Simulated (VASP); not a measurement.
# Li (Im-3m) in VASP: notebook

Li is run at these levels: BLYP+D4, RPBE+D3(BJ); tasks: relaxation of cell and atoms, single point.

Everything below comes from runs of VASP 6.6.1. Logs are shortened: lines on timing, memory, paths and dates and some standing lists are left out, and cuts for length are marked.

## (1) The cell of the first run

The structure is cubic, space group Im-3m (No. 229). The conventional cell has a = 3.509 Å, b = 3.509 Å, c = 3.509 Å, α = 90.00°, β = 90.00°, γ = 90.00°. Li (site symmetry m-3m) has 14 Li at 3.04 to 3.51 Å within 4.0 Å.

## (2) Relaxation of cell and atoms, BLYP+D4

The input, INCAR:

```
SYSTEM = Li
PREC     = Accurate       ! precision mode
ENCUT    = 600            ! plane-wave cutoff, eV
EDIFF    = 1E-7           ! SCF threshold, eV
ISMEAR   = -1             ! smearing method
SIGMA    = 0.05           ! smearing width, eV
LREAL    = .False.        ! projectors in reciprocal space
LASPH    = .True.         ! aspherical terms in the spheres
NELM     = 60             ! most SCF steps
ALGO     = Normal         ! electronic algorithm
ISIF     = 3              ! what is computed and relaxed
LWAVE    = .False.        ! write WAVECAR
LCHARG   = .False.        ! write CHGCAR
GGA      = B5             ! functional
ALDAX    = 1.0          
AGGAX    = 1.0          
AGGAC    = 1.0          
ALDAC    = 0.0          
IVDW     = 13             ! dispersion correction
VDW_S6   = 1.0          
VDW_S8   = 2.34076671   
VDW_A1   = 0.44488865   
VDW_A2   = 4.0933009    
IBRION   = 2              ! ionic algorithm
NSW      = 80             ! ionic steps
EDIFFG   = -0.02          ! ionic threshold
```

The input, KPOINTS:

```
Automatic mesh
0
Gamma
  11 11 11
  0 0 0
```

The input, POSCAR:

```
Li
1.0
   -1.7546500000      1.7546500000      1.7546500000
    1.7546500000     -1.7546500000      1.7546500000
    1.7546500000      1.7546500000     -1.7546500000
Li
1
Direct
    0.0000000000      0.0000000000      0.0000000000
```

Potentials or basis: VASP PAW PBE potentials, release 64 (Li_sv).

Started as:

```
$ cat potpaw_PBE.64/Li_sv/POTCAR > POTCAR
$ mpirun -np 1 vasp_std > vasp.out
```

OUTCAR:

```text
SYSTEM = Li
   PREC = Accurate
   ENCUT = 600
   EDIFF = 1E-7
   ISMEAR = -1
   LREAL = .False.
   LASPH = .True.
   NELM = 60
   ISIF = 3
   GGA = B5
   IVDW = 13
   IBRION = 2
   NSW = 80
   EDIFFG = -0.02

 ion  position               nearest neighbor table
   1  0.000  0.000  0.000-

  LATTYP: Found a body centered cubic cell.
 ALAT       =     3.5093000000

  Lattice vectors:

 A1 = (  -1.7546500000,   1.7546500000,   1.7546500000)
 A2 = (   1.7546500000,  -1.7546500000,   1.7546500000)
 A3 = (   1.7546500000,   1.7546500000,  -1.7546500000)

Analysis of symmetry for initial positions (statically):
=====================================================================
 Subroutine PRICEL returns:
 Original cell was already a primitive cell.

 Routine SETGRP: Setting up the symmetry group for a
 body centered cubic supercell.

 Subroutine GETGRP returns: Found 48 space group operations
 (whereof 48 operations were pure point group operations)
 out of a pool of 48 trial point group operations.

The static configuration has the point symmetry O_h .

Analysis of symmetry for dynamics (positions and initial velocities):
=====================================================================
 Subroutine PRICEL returns:
 Original cell was already a primitive cell.

 Routine SETGRP: Setting up the symmetry group for a
 body centered cubic supercell.

 Subroutine GETGRP returns: Found 48 space group operations
 (whereof 48 operations were pure point group operations)
 out of a pool of 48 trial point group operations.

The dynamic configuration has the point symmetry O_h .

 Subroutine INISYM returns: Found 48 space group operations
 (whereof 48 operations are pure point group operations),
 and found     1 'primitive' translations

----------------------------------------------------------------------------------------

                                     Primitive cell

  volume of cell :      21.6088

  direct lattice vectors                    reciprocal lattice vectors
    -1.754650000  1.754650000  1.754650000     0.000000000  0.284957114  0.284957114
     1.754650000 -1.754650000  1.754650000     0.284957114  0.000000000  0.284957114
     1.754650000  1.754650000 -1.754650000     0.284957114  0.284957114  0.000000000

  length of vectors
     3.039142950  3.039142950  3.039142950     0.402990215  0.402990215  0.402990215

  position of ions in fractional coordinates (direct lattice)
     0.000000000  0.000000000  0.000000000

  ion indices of the primitive-cell ions
   primitive index   ion index
                 1           1

----------------------------------------------------------------------------------------

 KPOINTS: Automatic mesh

Automatic generation of k-mesh.
 Grid dimensions read from file:
 generate k-points for:   11   11   11

 Generating k-lattice:

  Cartesian coordinates                     Fractional coordinates (reciprocal lattice)
     0.000000000  0.025905192  0.025905192     0.090909091  0.000000000  0.000000000
     0.025905192  0.000000000  0.025905192     0.000000000  0.090909091  0.000000000
     0.025905192  0.025905192  0.000000000     0.000000000  0.000000000  0.090909091

  Length of vectors
     0.036635474  0.036635474  0.036635474

  Shift w.r.t. Gamma in fractional coordinates (k-lattice)
     0.000000000  0.000000000  0.000000000

 Subroutine IBZKPT returns following result:
 ===========================================

 Found     56 irreducible k-points:

 Following reciprocal coordinates:
            Coordinates               Weight
  0.000000  0.000000  0.000000      1.000000
  0.090909  0.000000  0.000000     12.000000
  0.181818  0.000000  0.000000     12.000000
  0.272727  0.000000  0.000000     12.000000
  0.363636  0.000000  0.000000     12.000000
  0.454545  0.000000  0.000000     12.000000
[... 16 lines left out ...]
  0.272727  0.181818  0.090909     48.000000
  0.363636  0.181818  0.090909     24.000000
 [... further k-points ...]
   k-points           NKPTS =     56   k-points in BZ     NKDIM =     56   number of bands    NBANDS=      5
   number of dos      NEDOS =    301   number of ions     NIONS =      1
   total plane-waves  NPLWV =  13824
   dimension x,y,z NGX =    24 NGY =   24 NGZ =   24
   dimension x,y,z NGXF=    48 NGYF=   48 NGZF=   48
   ions per type =               1
   NGX,Y,Z   is equivalent  to a cutoff of  13.13, 13.13, 13.13 a.u.
   NGXF,Y,Z  is equivalent  to a cutoff of  26.26, 26.26, 26.26 a.u.
 SYSTEM =  Li
   PREC   = accura    normal or accurate (medium, high low for compatibility)
   ISTART =      0    job   : 0-new  1-cont  2-samecut
   ICHARG =      2    charge: 1-file 2-atom 10-const
   ISPIN  =      1    spin polarized calculation?
   LNONCOLLINEAR =      F non collinear calculations
   LSORBIT =      F    spin-orbit coupling
   LASPH  =      T    aspherical Exc in radial PAW
   ENCUT  =  600.0 eV  44.10 Ry    6.64 a.u.   6.07  6.07  6.07*2*pi/ulx,y,z
   NELM   =     60;   NELMIN=  2; NELMDL= -5     # of ELM steps
   EDIFF  = 0.1E-06   stopping-criterion for ELM
   LREAL  =      F    real-space projection
   EDIFFG = -.2E-01   stopping-criterion for IOM
   NSW    =     80    number of steps for IOM
   IBRION =      2    ionic relax: 0-MD 1-quasi-New 2-CG
   NFREE  =      1    steps in history (QN), initial steepest desc. (CG)
   ISIF   =      3    stress and relaxation
   ISYM   =      2    0-nonsym 1-usesym 2-fastsym
   POTIM  = 0.5000    time-step for ionic-motion
   TEBEG  =    0.0;   TEEND  =   0.0 temperature during run
   PSTRESS=    0.0 pullay stress
   NELECT =       3.0000    total number of electrons
   NUPDOWN=      -1.0000    fix difference up-down
   EMIN   =  10.00;   EMAX   =-10.00  energy-range for DOS
   EFERMI =   0.00;   METHOD = LEGACY
   ISMEAR =    -1;   SIGMA  =   0.05  broadening in eV -4-tet -1-fermi 0-gaus
   EFERMI_NEDOS =   21; number of points for ismear=-14 and -15
   IALGO  =     38    algorithm
   IMIX   =      4    mixing-type and parameters
     AMIX     =   0.40;   BMIX     =  1.00
     AMIX_MAG =   1.60;   BMIX_MAG =  1.00
  volume/ion in A,a.u.               =      21.61       145.82
  Fermi-wavevector in a.u.,A,eV,Ry     =   0.847692  1.601906  9.776898  0.718582
  Thomas-Fermi vector in A             =   1.963238
   LORBIT       =      0    0 simple, 1 ext, 2 COOP (PROOUT), +10 PAW based schemes
   GGA     = B5    functional components
   LHFCALC =     F    Hartree Fock is set to
   AEXX    =    0.0000 exact exchange contribution
   IVDW    =    13    specifies the selected vdW correction
   LEPSILON=     F    determine dielectric tensor
   LRPA    =     F    only Hartree local field effects (RPA)
 conjugate gradient relaxation of ions
 non-spin polarized calculation
  energy-cutoff  :      600.00
  volume of cell :       21.61
 maximum number of plane-waves:       730
   NGX = 13   NGY = 13   NGZ = 13

--------------------------------------- Ionic step        1  -------------------------------------------

 number of electron       2.9999991 magnetization

 Free energy of the ion-electron system (eV)
  ---------------------------------------------------
  ext. energy  EPLUGINS =         0.00000000
  ---------------------------------------------------
  free energy    TOTEN  =        -1.56769042 eV

  energy without entropy =       -1.56393567  energy(sigma->0) =       -1.56581304

------------------------ aborting loop because EDIFF is reached ----------------------------------------

  DFT-D4 for vdW energy calculation

  Edisp (eV):   -0.03441

  FORCE on cell =-STRESS in cart. coord.  units (eV):
  Direction    XX          YY          ZZ          XY          YZ          ZX
  --------------------------------------------------------------------------------------
  -------------------------------------------------------------------------------------
  Total      -0.16736    -0.16736    -0.16736    -0.00000     0.00000    -0.00000
  in kB     -12.40911   -12.40911   -12.40911    -0.00000     0.00000    -0.00000
  external pressure =      -12.41 kB  Pullay stress =        0.00 kB

 VOLUME and BASIS-vectors are now :
 -----------------------------------------------------------------------------
  energy-cutoff  :      600.00
  volume of cell :       21.61
      direct lattice vectors                 reciprocal lattice vectors
    -1.754650000  1.754650000  1.754650000     0.000000000  0.284957114  0.284957114
     1.754650000 -1.754650000  1.754650000     0.284957114  0.000000000  0.284957114
     1.754650000  1.754650000 -1.754650000     0.284957114  0.284957114  0.000000000
[... 40 lines left out ...]
 POSITION                                       TOTAL-FORCE (eV/Angst)
 -----------------------------------------------------------------------------------
     -0.00000      0.00000      0.00000        -0.000000     -0.000000      0.000000
 -----------------------------------------------------------------------------------
    total drift:                                0.000000      0.000000      0.000000

  FREE ENERGIE OF THE ION-ELECTRON SYSTEM (eV)
  ---------------------------------------------------
  free  energy   TOTEN  =        -1.6056824187 eV

  energy  without entropy=       -1.6019185274  energy(sigma->0) =       -1.60380047

--------------------------------------- Ionic step        3  -------------------------------------------

 number of electron       3.0000006 magnetization

 Free energy of the ion-electron system (eV)
  ---------------------------------------------------
  ext. energy  EPLUGINS =         0.00000000
  ---------------------------------------------------
  free energy    TOTEN  =        -1.57316930 eV

  energy without entropy =       -1.56937680  energy(sigma->0) =       -1.57127305

 E-fermi :   1.1578     XC(G=0):  -6.7326

 val. band max:        1.1368944086   @ k =   0.4545   0.0000   0.0000
 cond. band min:       1.3371069869   @ k =  -0.4545   0.4545   0.0909
 fundamental gap:      0.2002125784
 Fermi energy:         1.1577968632

 k-point     1 :       0.0000    0.0000    0.0000
  band No.  band energies     occupation
      1     -46.0282      2.00000
      2      -2.4392      2.00000
      3      15.7903      0.00000
      4      15.7903      0.00000
      5      15.7903      0.00000

 k-point     2 :       0.0909    0.0000    0.0000
  band No.  band energies     occupation
      1     -46.0266      2.00000
      2      -2.2825      2.00000
      3      14.7884      0.00000
      4      15.1035      0.00000
      5      15.5354      0.00000

 k-point     3 :       0.1818    0.0000    0.0000
  band No.  band energies     occupation
      1     -46.0221      2.00000
      2      -1.8101      2.00000
      3      12.1803      0.00000
      4      13.8764      0.00000
      5      14.8704      0.00000
[... 153 lines left out ...]
 k-point    23 :       0.2727    0.1818    0.0909
  band No.  band energies     occupation
      1     -46.0073      2.00000
      2       1.4532      0.00542
      3       5.7633      0.00000
      4       8.2601      0.00000
      5      10.7640      0.00000

 k-point    24 :       0.3636    0.1818    0.0909
  band No.  band energies     occupation
      1     -46.0061      2.00000
      2       2.3775      0.00000
      3       4.4997      0.00000
      4       8.0278      0.00000
      5      10.6369      0.00000

 [... further k-points ...]

------------------------ aborting loop because EDIFF is reached ----------------------------------------

  DFT-D4 for vdW energy calculation

  Edisp (eV):   -0.03778

  FORCE on cell =-STRESS in cart. coord.  units (eV):
  Direction    XX          YY          ZZ          XY          YZ          ZX
  --------------------------------------------------------------------------------------
  -------------------------------------------------------------------------------------
  Total      -0.01223    -0.01223    -0.01223     0.00000     0.00000    -0.00000
  in kB      -1.00043    -1.00043    -1.00043     0.00000     0.00000    -0.00000
  external pressure =       -1.00 kB  Pullay stress =        0.00 kB

 VOLUME and BASIS-vectors are now :
 -----------------------------------------------------------------------------
  energy-cutoff  :      600.00
  volume of cell :       19.58
      direct lattice vectors                 reciprocal lattice vectors
    -1.697981314  1.697981314  1.697981314     0.000000000  0.294467316  0.294467316
     1.697981314 -1.697981314  1.697981314     0.294467316  0.000000000  0.294467316
     1.697981314  1.697981314 -1.697981314     0.294467316  0.294467316  0.000000000

 POSITION                                       TOTAL-FORCE (eV/Angst)
 -----------------------------------------------------------------------------------
     -0.00000      0.00000      0.00000         0.000000     -0.000000      0.000000
 -----------------------------------------------------------------------------------
    total drift:                               -0.000000      0.000000     -0.000000

  FREE ENERGIE OF THE ION-ELECTRON SYSTEM (eV)
  ---------------------------------------------------
  free  energy   TOTEN  =        -1.6109470081 eV

  energy  without entropy=       -1.6071545103  energy(sigma->0) =       -1.60905076

 reached required accuracy - stopping structural energy minimisation
```

Run time: 14 s. Hardware: 1 thread of Intel Xeon 6975P-C (Granite Rapids), shared host; peak memory 0.13 GiB.

Results:

| Item | Value |
| --- | --- |
| Free energy | -1.6109 eV |
| Relaxed volume | 19.58 Å³/atom |
| Relaxed cell | a = 2.941 Å, b = 2.941 Å, c = 2.941 Å, α = 109.47°, β = 109.47°, γ = 109.47° |
| Space group after relaxing (to 0.05 Å) | Im-3m (No. 229) |
| Energy gained by relaxing | 8.8 meV/atom |
| Ionic steps | 3 |
| Pressure after relaxing | -0.1 GPa |
| Dispersion energy per atom | -0.038 eV |

The path:
```
step  energy change (eV)  largest force (eV/Å)  pressure (GPa)  volume (Å³)
   1              0.0000                0.0000           -1.24        21.61
   2             -0.0036                0.0000           -1.00        21.09
   3             -0.0088                0.0000           -0.10        19.58
```

Final structure:
```
Li
1.0
    -1.69798    1.69798    1.69798
     1.69798   -1.69798    1.69798
     1.69798    1.69798   -1.69798
Li
1
Direct
  0.00000 0.00000 0.00000
```

Caveat: the cutoff is under 1.25 times the usual one of these potentials, so pressure, stress and relaxed cells hold a basis-set (Pulay) error; the PAW data sets were made with another functional, which shifts forces and pressure a little; pairwise dispersion overbinds metals, which lowers pressure and volume.

## (3) Single point, RPBE+D3(BJ)

This run uses another cell than the first one, of 11.93 Å³/atom, 0.552 times its volume.

The input, INCAR:

```
PREC = Accurate ; ENCUT = 520
EDIFF = 1E-6 ; ISMEAR = -1
SIGMA = 0.05 ; LREAL = False
LASPH = True ; NELM = 80
ALGO = Normal ; ISIF = 2
LWAVE = False ; LCHARG = True
GGA = RP ; IVDW = 12
LELF = True ; LVHAR = True
NBANDS = 8
```

The input, KPOINTS:

```
regular mesh
0
Gamma
  11 11 11
```

The input, POSCAR:

```
Li
1.0
   -1.4395192920      1.4395192920      1.4395192920
    1.4395192920     -1.4395192920      1.4395192920
    1.4395192920      1.4395192920     -1.4395192920
Li
1
Direct
    0.0000000000      0.0000000000      0.0000000000
```

Potentials or basis: VASP PAW PBE potentials, release 64 (Li_sv).

Started as:

```
$ cat potpaw_PBE.64/Li_sv/POTCAR > POTCAR
$ mpirun -np 1 vasp_std > vasp.out
```

Wall time 3.3 s (1 thread of Intel Xeon Platinum 8488C (Sapphire Rapids), shared host); peak memory 0.12 GiB.

The run converged. Its results:

- Free energy: -2.8400 eV
- Dispersion energy per atom: -1.390 eV

Levels at points of the mesh, in eV from the Fermi level:
| k point | band 1 | band 2 | band 3 | band 4 | band 5 | band 6 | band 7 |
| --- | --- | --- | --- | --- | --- | --- | --- |
| (0.00, 0.00, 0.00) | -46.05 | -4.15 | 21.70 | 21.70 | 21.70 | 27.25 | 27.25 |

Caveat: the cutoff is under 1.25 times the usual one of these potentials, so pressure, stress and relaxed cells hold a basis-set (Pulay) error; the PAW data sets were made with another functional, which shifts forces and pressure a little; pairwise dispersion overbinds metals, which lowers pressure and volume.

## (4) Comparison with measurements

Step 2. The cell as given is a measured one (21.61 Å³/atom); BLYP+D4 puts the equilibrium volume -9.4 % from it, thermal expansion not counted.
